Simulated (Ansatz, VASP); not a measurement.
**Two plane-wave programs on KBr**

```
Br K
1.0
     0.00000    3.30000    3.30000
     3.30000    0.00000    3.30000
     3.30000    3.30000    0.00000
Br K
1 1
Direct
  0.50000 0.50000 0.50000
  0.00000 0.00000 0.00000
```

Alike in both runs: task single point; functional PBE-based screened hybrid with a share of 0.2 of exact exchange and HFSCREEN = 0.2; k mesh 4 × 4 × 4; occupations fermi-dirac, width 0.05 eV; no spin polarisation.

|  | VASP | Ansatz |
| --- | --- | --- |
| version | VASP 6.6.1 | Ansatz 0.2.0 |
| potentials or method | VASP PAW PBE potentials, release 64 (Br, K_sv) | Ansatz PAW |
| plane-wave cutoff (eV) | 520 | 420 |
| valence electrons in the cell | 16 | 16 |

```tsv
	VASP	Ansatz	Ansatz less VASP
gap on the k mesh at the Fermi level (eV)	5.38	5.38	+0.003
least direct gap on the mesh (eV)	5.38	5.38	+0.003
pressure (GPa)	0.5	0.5	-0.03
```

VASP's potentials were made for PBE, not for PBE-based screened hybrid.
